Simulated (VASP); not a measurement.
# TiO2: single point with r2SCAN+U

TiO2:

```xyz
6
Lattice="4.5974 0.0000 0.0000 0.0000 4.5974 0.0000 0.0000 0.0000 2.9929" Properties=species:S:1:pos:R:3 pbc="T T T"
Ti    0.0000    0.0000   -0.1337
Ti    2.2987    2.2987    1.3627
O     1.4028    1.4028    0.2000
O     0.8958    3.7015    1.6964
O     3.1945    3.1945    0.2000
O     3.7015    0.8958    1.6964
```

This cell differs from its parent crystal: atoms displaced along a vibrational mode.

| Quantity | Value |
| --- | --- |
| Program | VASP 6.6.1 |
| Task | single point |
| Functional | r2SCAN |
| Potentials or basis | VASP PAW PBE potentials, release 64 (Ti_sv, O) |
| Cutoff | 520 eV |
| k mesh | 6 × 6 × 8 |
| Occupations | gaussian, width 0.05 eV |
| Spin | no spin polarisation |
| Hubbard terms | Ti d U = 4.0 eV |

```
Pressure               : 23.0 GPa
Largest force          : 5.137 eV/Å
Band gap on the k mesh : 3.78 eV (least direct gap 4.15 eV)
```

Forces in eV/Å, atoms in the order of the input:
```
Ti   0.000  0.000  5.137
Ti   0.000  0.000  5.137
O   -1.659 -1.659 -2.569
O    1.659 -1.659 -2.569
O    1.659  1.659 -2.569
O   -1.659  1.659 -2.569
```

Stress tensor (GPa, compression positive):
```
20.07  0.00  0.00
 0.00 20.07  0.00
 0.00  0.00 28.72
```

Levels at points of the mesh, in eV from the valence-band top:
| k point | band 22 | band 23 | band 24 | band 25 | band 26 | band 27 |
| --- | --- | --- | --- | --- | --- | --- |
| (0.00, 0.00, 0.00) | -0.82 | -0.82 | 0.00 | 4.39 | 4.81 | 4.83 |
| (0.50, 0.00, 0.00) | -1.29 | -0.73 | -0.73 | 3.97 | 3.97 | 5.43 |
| (0.50, 0.50, 0.00) | -1.91 | -1.32 | -1.32 | 4.79 | 4.79 | 4.94 |
| (0.00, 0.00, 0.50) | -2.26 | -1.14 | -1.14 | 4.97 | 4.97 | 5.24 |
| (0.50, 0.00, 0.50) | -1.57 | -1.08 | -1.08 | 4.02 | 4.02 | 5.18 |
| (0.50, 0.50, 0.50) | -0.79 | -0.36 | -0.36 | 3.78 | 4.85 | 4.97 |

Eigenvalues of the final occupation matrices:
| site | spin | trace | eigenvalues |
| --- | --- | --- | --- |
| site 1 d | 1 | 0.89 | 0.11 0.11 0.12 0.23 0.31 |
| site 1 d | 2 | 0.89 | 0.11 0.11 0.12 0.23 0.31 |
| site 2 d | 1 | 0.89 | 0.11 0.11 0.12 0.23 0.31 |
| site 2 d | 2 | 0.89 | 0.11 0.11 0.12 0.23 0.31 |

It took 5.8 min on 1 thread of Intel Xeon 8259CL (shared host), peak memory 0.23 GiB.

Caveat: the cell differs from its parent crystal (atoms displaced along a vibrational mode); the stress differs along the axes, from 20 to 29 GPa; the PAW data sets were made with another functional, which shifts forces and pressure a little. A k mesh can miss the band edges.
